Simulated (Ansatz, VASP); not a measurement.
# One calculation of C, two programs

INCAR

```
  PREC = Accurate
  ENCUT = 600
  EDIFF = 1E-6
  ISMEAR = 0
  SIGMA = 0.1
  LREAL = False
  LASPH = True
  NELM = 200
  ALGO = Normal
  ISIF = 2
  LWAVE = False
  LCHARG = True
  ISPIN = 2
  MAGMOM = 1 1 1
  LORBIT = 11
  GGA = PE
  LELF = True
  LVHAR = True
  NBANDS = 17
  GGA_COMPAT = False
```

File KPOINTS:

```
regular mesh
0
Gamma
  6 6 6
```

The input POSCAR:

```
C
1.0
    0.0000000000      2.1662631933      2.1662631933
    2.1662631933      0.0000000000      2.1662631933
    2.1662631933      2.1662631933      0.0000000000
C
3
Direct
    0.2500000000      0.2500000000      0.2500000000
    0.7500000000      0.7500000000      0.7500000000
    0.0000000000      0.0000000000      0.0000000000
```

Input for Ansatz:

```yaml
crystal:
  lattice:
    - [0.0, 2.1662631933, 2.1662631933]
    - [2.1662631933, 0.0, 2.1662631933]
    - [2.1662631933, 2.1662631933, 0.0]
  atoms:
    - { symbol: C, position: [0.25, 0.25, 0.25], spin: 1.0 }
    - { symbol: C, position: [0.75, 0.75, 0.75], spin: 1.0 }
    - { symbol: C, position: [0.0, 0.0, 0.0], spin: 1.0 }
basis:
  ecutwfc: 420
kpoints:
  mp_grid: { grid: [6, 6, 6] }
hamiltonian:
  xc: pbe
scf:
  occupations: { method: gaussian, width: 0.1 }
  lower_state_search: "off"
output:
  forces: true
  stress: true
  eigenvalues: true
  populations: true
magnetization:
  spin_polarized: true
```

Alike in both runs: task single point; functional PBE; k mesh 6 × 6 × 6; occupations gaussian, width 0.1 eV; collinear spin.

|  | VASP | Ansatz |
| --- | --- | --- |
| version | VASP 6.6.1 | Ansatz 0.2.0 |
| potentials or method | VASP PAW PBE potentials, release 64 (C), cutoff 600 eV | scalar-relativistic, plane waves, PAW |
| valence electrons in the cell | 12 | 12 |

|  | VASP | Ansatz | Ansatz less VASP |
| --- | --- | --- | --- |
| gap on the k mesh at the Fermi level (eV) | none | none | - |
| pressure (GPa) | 5.3 | 5.4 | +0.06 |
| net moment per atom (μB) | 0.00 | 0.00 | 0.000 |

A gap of «none» marks a metal or a gap that the smearing closes. Ansatz's warnings: seeded moment not kept.

The k mesh is coarse, so the values compare programs but aren't converged.
